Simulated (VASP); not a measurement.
The system is Sn3H.

```
CELL_PARAMETERS angstrom
-2.10703 2.10703 4.70662
2.10703 -2.10703 4.70662
2.10703 2.10703 -4.70662
ATOMIC_POSITIONS crystal
Sn 0.50000 0.50000 0.00000
Sn 0.25000 0.75000 0.50000
Sn 0.75000 0.25000 0.50000
H 0.00000 0.00000 0.00000
```

```yaml
Program: VASP 6.6.1
Task: relaxation of cell and atoms
Functional: PBE
Potentials_or_basis: VASP PAW PBE potentials, release 64 (Sn_d, H)
Cutoff: 600 eV
k_mesh: 6 × 6 × 6
Occupations: gaussian, width 0.1 eV
Spin: no spin polarisation
```

At the start: pressure 5.9 GPa; volume 20.90 Å³/atom.

Q: Where does the relaxation end?

A: Over 6 steps the energy falls by 37.4 meV/atom and the volume is 23.07 Å³/atom (+10.4 %); space group I4/mmm (No. 139, to 0.1 Å) before and after.

Step by step:
```tsv
step	energy change (eV)	largest force (eV/Å)	pressure (GPa)	volume (Å³)
1	0.0000	0.0000	5.86	83.58
2	-0.1468	0.0000	-0.47	93.17
3	-0.1480	0.0000	-0.04	92.27
4	-0.1479	0.0000	-0.11	92.45
5	-0.1488	0.0000	-0.10	92.39
6	-0.1497	0.0000	-0.07	92.29
```

Final structure:
```xyz
4
Lattice="-2.1943 2.1943 4.7918 2.1943 -2.1943 4.7918 2.1943 2.1943 -4.7918" Properties=species:S:1:pos:R:3 pbc="T T T"
Sn    0.0000    0.0000    4.7918
Sn    2.1943    0.0000    2.3959
Sn    0.0000    2.1943    2.3959
H     0.0000    0.0000    0.0000
```
